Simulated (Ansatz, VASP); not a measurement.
## One calculation of Li2Se, two programs

File INCAR:

```
SYSTEM = Li2Se
PREC = Accurate
ENCUT = 650
EDIFF = 1E-8
ISMEAR = -1
SIGMA = 0.03
LREAL = .FALSE.
LASPH = .TRUE.
NELM = 120
ALGO = Normal
ISIF = 2
LWAVE = .FALSE.
LCHARG = .FALSE.
GGA = CA
LEFG = .TRUE.
NBANDS = 13
GGA_COMPAT = .FALSE.
```

KPOINTS

```
Automatic mesh
0
G
  9 9 9
  0 0 0
```

Contents of POSCAR:

```
Li2Se
1.0
    0.0000000000      3.0613874993      3.0613874993
    3.0613874993      0.0000000000      3.0613874993
    3.0613874993      3.0613874993      0.0000000000
Li Se
2 1
Direct
    0.2500000000      0.2500000000      0.2500000000
    0.7500000000      0.7500000000      0.7500000000
    0.0000000000      0.0000000000      0.0000000000
```

Input for Ansatz:

```yaml
crystal:
  lattice:
    - [0.0, 3.0613874993, 3.0613874993]
    - [3.0613874993, 0.0, 3.0613874993]
    - [3.0613874993, 3.0613874993, 0.0]
  atoms:
    - { symbol: Li, position: [0.25, 0.25, 0.25] }
    - { symbol: Li, position: [0.75, 0.75, 0.75] }
    - { symbol: Se, position: [0.0, 0.0, 0.0] }
kpoints:
  mp_grid: { grid: [9, 9, 9] }
scf:
  occupations: { method: fermi_dirac, width: 0.03 }
hamiltonian:
  xc: lda
  pseudopotentials: { kind: paw }
output:
  forces: true
  stress: true
  eigenvalues: true
  efg: { contact_densities: true }
  write_density: true
  write_potential: true
  elf: true
  volumetric_format: npy
```

Change from the starting cell: volume scaled by 1.06, PAW files.

Alike in both runs: task electric field gradients; functional LDA; k mesh 9 × 9 × 9; occupations fermi-dirac, width 0.03 eV; no spin polarisation.

|  | VASP | Ansatz |
| --- | --- | --- |
| version | VASP 6.6.1 | Ansatz 0.2.0 |
| potentials or method | VASP PAW LDA potentials, release 64 (Li_sv, Se) | PAW with Ansatz's default frozen-core files, scalar-relativistic |
| plane-wave cutoff (eV) | 650 | 420 |
| valence electrons in the cell | 12 | 22 |

|  | VASP | Ansatz | Ansatz less VASP |
| --- | --- | --- | --- |
| gap on the k mesh at the Fermi level (eV) | 2.92 | 2.93 | +0.004 |
| pressure (GPa) | -4.1 | -4.0 | +0.07 |

LDA's correlation is that of Perdew and Zunger in VASP and of Perdew and Wang (1992) in Ansatz. VASP's potentials hold 12 valence electrons a cell and Ansatz's 22, so a difference there can come from the potentials and not from the codes.
